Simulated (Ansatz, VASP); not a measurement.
**TePb in VASP and in Ansatz**

```
CELL_PARAMETERS angstrom
0.03231 3.23100 3.23100
3.23100 0.03231 3.23100
3.26331 3.26331 0.00000
ATOMIC_POSITIONS crystal
Pb 0.00000 0.00000 0.00000
Te 0.50000 0.50000 0.50000
```

Alike in both runs: functional PBEsol; k mesh 6 × 6 × 6; occupations fermi-dirac, width 0.05 eV; no spin polarisation.

```csv
,VASP,Ansatz
version,VASP 6.6.1,Ansatz 0.2.0
potentials or method,"VASP PAW PBE potentials, release 64 (Pb_d, Te)",Ansatz PAW
plane-wave cutoff (eV),520,420
valence electrons in the cell,20,30
task,single point,band structure
```

VASP gave:

* gap on the k mesh at the Fermi level (eV): 0.57
* least direct gap on the mesh (eV): 0.66
* pressure (GPa): -0.4
* traceless stress, the component that is largest in VASP (GPa): -0.30

Q: What did Ansatz give for the same quantities?

A: gap on the k mesh at the Fermi level (eV): 0.56; least direct gap on the mesh (eV): 0.65; pressure (GPa): -0.4; traceless stress, the component that is largest in VASP (GPa): -0.29.

VASP's potentials were made for PBE, not for PBEsol. VASP's potentials hold 20 valence electrons a cell and Ansatz's 30, so a difference there can come from the potentials and not from the codes.

Spin-orbit coupling is off throughout.
